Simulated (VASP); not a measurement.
Set up this calculation in VASP 6.6.1, as the native input.

```
Task                   : single point
Functional             : LDA
Potentials or basis    : VASP PAW LDA potentials, release 64 (Sr_sv, Ca_sv)
Cutoff                 : 520 eV
k mesh                 : 5 × 5 × 5
Occupations            : methfessel-paxton, width 0.05 eV
Spin                   : no spin polarisation
Dipole correction      : no
Further INCAR settings : ALGO = Normal; EDIFF = 1e-06; NBANDS = 17
```

The structure of SrCa lies in POSCAR:

```
SrCa
1.0
    4.3824653706      0.0000000000      0.0000000000
    0.0000000000      4.3824653706      0.0000000000
    0.0000000000      0.0000000000      4.3824653706
Sr Ca
1 1
Direct
    0.0000000000      0.0000000000      0.0000000000
    0.5000000000      0.5000000000      0.5000000000
```

These files were run (other wordings do the same):

INCAR

```
PREC     = Accurate       # precision mode
ENCUT    = 520            # plane-wave cutoff, eV
EDIFF    = 1E-6           # SCF threshold, eV
ISMEAR   = 1              # smearing method
SIGMA    = 0.05           # smearing width, eV
LREAL    = F              # projectors in reciprocal space
LASPH    = T              # aspherical terms in the spheres
NELM     = 60             # most SCF steps
ALGO     = Normal         # electronic algorithm
ISIF     = 2              # what is computed and relaxed
LWAVE    = F              # write WAVECAR
LCHARG   = T              # write CHGCAR
LELF     = T              # ELF
LVHAR    = T            
NBANDS   = 17             # bands
```

KPOINTS

```
Automatic mesh
0
Gamma
  5 5 5
```

Potentials or basis: VASP PAW LDA potentials, release 64 (Sr_sv, Ca_sv).

Launch:

```sh
$ cat potpaw_LDA.64/Sr_sv/POTCAR potpaw_LDA.64/Ca_sv/POTCAR > POTCAR
$ mpirun -np 1 vasp_std > vasp.out
```

It gave:

```yaml
Pressure: 0.0 GPa
Band_gap_on_the_k_mesh: zero (band 10 reaches 2.27 eV, above the bottom of band 11 at 1.88 eV)
```

It took 5.5 s on 1 thread of Intel(R) Xeon(R) 6975P-C (Granite Rapids), with other jobs on the host, peak memory 0.17 GiB.
